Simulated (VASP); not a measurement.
Here is a VASP 6.6.1 calculation.

Contents of INCAR:

```
SYSTEM = TiAl
ALGO     = Normal         ! electronic algorithm
EDIFF    = 1E-7           ! SCF threshold, eV
ENCUT    = 520            ! plane-wave cutoff, eV
ISIF     = 2              ! what is computed and relaxed
ISMEAR   = 0              ! smearing method
LASPH    = .True.         ! aspherical terms in the spheres
LCHARG   = .False.        ! write CHGCAR
LREAL    = .False.        ! projectors in reciprocal space
LWAVE    = .False.        ! write WAVECAR
NBANDS   = 14             ! bands
NELM     = 80             ! most SCF steps
PREC     = Accurate       ! precision mode
SIGMA    = 0.1            ! smearing width, eV
```

File KPOINTS:

```
k-points
0
Gamma
  14 14 14
  0 0 0
```

The input POSCAR:

```
TiAl
1.0
    3.1240862282      0.0000000000      0.0000000000
    0.0000000000      3.1240862282      0.0000000000
    0.0000000000      0.0000000000      3.1240862282
Ti Al
1 1
Direct
    0.0000000000      0.0000000000      0.0000000000
    0.5000000000      0.5000000000      0.5000000000
```

Potentials or basis: VASP PAW LDA potentials, release 64 (Ti_sv, Al).

Run with:

```sh
$ cat potpaw_LDA.64/Ti_sv/POTCAR potpaw_LDA.64/Al/POTCAR > POTCAR
$ mpirun -np 1 vasp_std > vasp.out
```

Predict the pressure.

0.2 GPa.
